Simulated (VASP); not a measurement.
## KCdCO3F: single point with PBE

The system is KCdCO3F.

```
K Cd C O F
1.0
     5.23760    0.00000    0.00000
    -2.61880    4.53589    0.00000
     0.00000    0.00000    9.02292
K Cd C O F
2 2 2 6 2
Direct
  0.55906 0.17242 0.52832
  0.61421 0.16991 0.02101
  0.98567 0.06451 0.21665
  0.91438 0.91949 0.73839
  0.33219 0.74907 0.21476
  0.29220 0.57574 0.72541
  0.46644 0.02961 0.26936
  0.50049 0.62982 0.18940
  0.05644 0.59563 0.19080
  0.01009 0.39692 0.74966
  0.44294 0.44670 0.70698
  0.40235 0.84682 0.73932
  0.84536 0.84953 0.48892
  0.99203 0.99231 0.96202
```

```
Program                : VASP 6.6.1
Task                   : single point
Functional             : PBE
Potentials or basis    : VASP PAW PBE potentials, release 64 (K_sv, Cd, C, O, F)
Cutoff                 : 520 eV
k mesh                 : 2 × 2 × 1
Occupations            : fermi-dirac, width 0.05 eV
Spin                   : no spin polarisation
Dipole correction      : no
Further INCAR settings : ALGO = Normal; EDIFF = 1e-06; NBANDS = 63
```

```
Pressure               : 2.4 GPa
Largest force          : 4.022 eV/Å
Band gap on the k mesh : 0.81 eV, direct
```

Forces on the atoms (eV/Å):
```
K    0.325  0.774 -0.415
K   -0.646  1.293 -2.503
Cd   0.642 -0.911  0.949
Cd   0.199 -0.570 -1.701
C    2.091 -0.127  1.296
C   -0.714 -3.713  1.372
O   -0.894 -2.399 -1.079
O   -0.974  1.155  0.150
O   -0.539 -0.036  0.268
O   -0.985  0.323 -0.567
O    1.272  0.725  0.019
O   -0.494  2.506  0.496
F    0.398  0.747 -0.347
F    0.319  0.232  2.062
```

Stress tensor (GPa, compression positive):
```
 2.80 -0.37 -0.30
-0.37 -1.43 -2.36
-0.30 -2.36  5.78
```

Levels at points of the mesh, in eV from the valence-band top:
```
           k point  band 46  band 47  band 48  band 49  band 50  band 51  band 52  band 53  band 54  band 55
(0.00, 0.00, 0.00)    -1.74    -1.59    -1.11    -0.92     0.00     0.81     3.32     4.51     5.32     5.71
(0.50, 0.00, 0.00)    -1.60    -1.53    -1.16    -1.03    -0.29     2.50     4.53     4.73     5.50     6.02
(0.00, 0.50, 0.00)    -1.65    -1.51    -1.17    -0.86    -0.08     2.39     4.42     4.45     5.61     5.89
(0.50, 0.50, 0.00)    -1.68    -1.55    -1.18    -1.09    -0.07     2.43     4.43     4.81     5.51     6.04
```

It took 60 s on 1 thread of Intel(R) Xeon(R) Platinum 8488C (Sapphire Rapids), with other jobs on the host, peak memory 0.35 GiB.

Caveat: the k points lie up to 0.70 Å⁻¹ apart; forces of over 1 eV/Å act on the atoms, so gaps and moduli don't describe the material at rest. As with any semilocal functional, this PBE gap is likely too small.
